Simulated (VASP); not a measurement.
Set up this calculation in VASP 6.6.1, as the native input.

| Item | Value |
| --- | --- |
| Task | single point |
| Functional | RPBE |
| Potentials or basis | VASP PAW PBE potentials, release 64 (Ca_sv) |
| Cutoff | 520 eV |
| k mesh | 8 × 8 × 8 |
| Occupations | gaussian, width 0.1 eV |
| Spin | no spin polarisation |
| Dipole correction | no |
| Further INCAR settings | ALGO = Normal; EDIFF = 1e-07; NBANDS = 11 |

The structure of Ca lies in POSCAR:

```
Ca
1.0
    0.0000000000      2.7942000000      2.7942000000
    2.7942000000      0.0000000000      2.7942000000
    2.7942000000      2.7942000000      0.0000000000
Ca
1
Direct
    0.0000000000      0.0000000000      0.0000000000
```

One way to write it, as run:

INCAR

```
SYSTEM = Ca
PREC     = Accurate       ! precision mode
ENCUT    = 520            ! plane-wave cutoff, eV
EDIFF    = 1E-7           ! SCF threshold, eV
ISMEAR   = 0              ! smearing method
SIGMA    = 0.1            ! smearing width, eV
LREAL    = .FALSE.        ! projectors in reciprocal space
LASPH    = .TRUE.         ! aspherical terms in the spheres
NELM     = 80             ! most SCF steps
ALGO     = Normal         ! electronic algorithm
ISIF     = 2              ! what is computed and relaxed
LWAVE    = .FALSE.        ! write WAVECAR
LCHARG   = .TRUE.         ! write CHGCAR
GGA      = RP             ! functional
LELF     = .TRUE.         ! ELF
LVHAR    = .TRUE.       
NBANDS   = 11             ! bands
```

KPOINTS

```
Automatic mesh
0
G
  8 8 8
  0 0 0
```

Potentials or basis: VASP PAW PBE potentials, release 64 (Ca_sv).

Launch:

```sh
$ cat potpaw_PBE.64/Ca_sv/POTCAR > POTCAR
$ mpirun -np 1 vasp_std > vasp.out
```

It gave:

The pressure is 0.3 GPa and the band gap on the k mesh is zero (band 5 reaches 2.16 eV, above the bottom of band 6 at 1.73 eV).

Caveat: the PAW data sets were made with another functional, which shifts forces and pressure a little.

It took 21 s on 1 thread of AMD EPYC 7R13, on a shared host, peak memory 0.14 GiB.
